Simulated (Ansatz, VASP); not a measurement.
**ZrC in VASP and in Ansatz**

INCAR

```
SYSTEM = ZrC
PREC = Accurate ; ENCUT = 600
EDIFF = 1E-6 ; ISMEAR = 0
SIGMA = 0.05 ; LREAL = .FALSE.
LASPH = .TRUE. ; NELM = 100
ALGO = Normal ; ISIF = 3
LWAVE = .FALSE. ; LCHARG = .FALSE.
GGA = PE ; IBRION = 2
NSW = 50 ; EDIFFG = -0.01
```

Contents of KPOINTS:

```
regular mesh
0
G
  12 12 12
  0 0 0
```

File POSCAR:

```
ZrC
1.0
    3.2695327460      0.0000000000      0.0000000000
   -1.6347663730      2.8314984165      0.0000000000
    0.0000000000      0.0000000000      2.9397343753
Zr C
1 1
Direct
    0.0000000000      0.0000000000      0.0000000000
    0.6666666667      0.3333333333      0.5000000000
```

Input for Ansatz:

```yaml
crystal:
  lattice:
    - [3.269532746, 0.0, 0.0]
    - [-1.634766373, 2.8314984165, 0.0]
    - [0.0, 0.0, 2.9397343753]
  atoms:
    - { symbol: Zr, position: [0.0, 0.0, 0.0] }
    - { symbol: C, position: [0.6666666667, 0.3333333333, 0.5] }
basis:
  ecutwfc: 420
  ecutrho_ratio: 4
kpoints:
  mp_grid: { grid: [12, 12, 12] }
hamiltonian:
  xc: pbe
scf:
  occupations: { method: gaussian, width: 0.05 }
output:
  forces: true
  stress: true
  eigenvalues: true
relax:
  f_tol: 0.01
  max_steps: 30
  cell: { stress_tol: 0.04 }
```

Alike in both runs: task relaxation of cell and atoms; functional PBE; k mesh 12 × 12 × 12; occupations gaussian, width 0.05 eV; no spin polarisation.

|  | VASP | Ansatz |
| --- | --- | --- |
| version | VASP 6.6.1 | Ansatz 0.2.0 |
| potentials or method | VASP PAW PBE potentials, release 64 (Zr_sv, C), cutoff 600 eV | scalar-relativistic, plane waves, PAW |
| valence electrons in the cell | 16 | 16 |

```tsv
	VASP	Ansatz	Ansatz less VASP
gap on the k mesh at the Fermi level, each at its own relaxed structure (eV)	none	none	-
relaxed volume (Å³/atom)	13.62	13.61	-0.009
relaxed length of the cell vector where the two differ most in proportion (Å)	2.940	2.940	-0.0007
```

A gap of «none» marks a metal or a gap that the smearing closes.
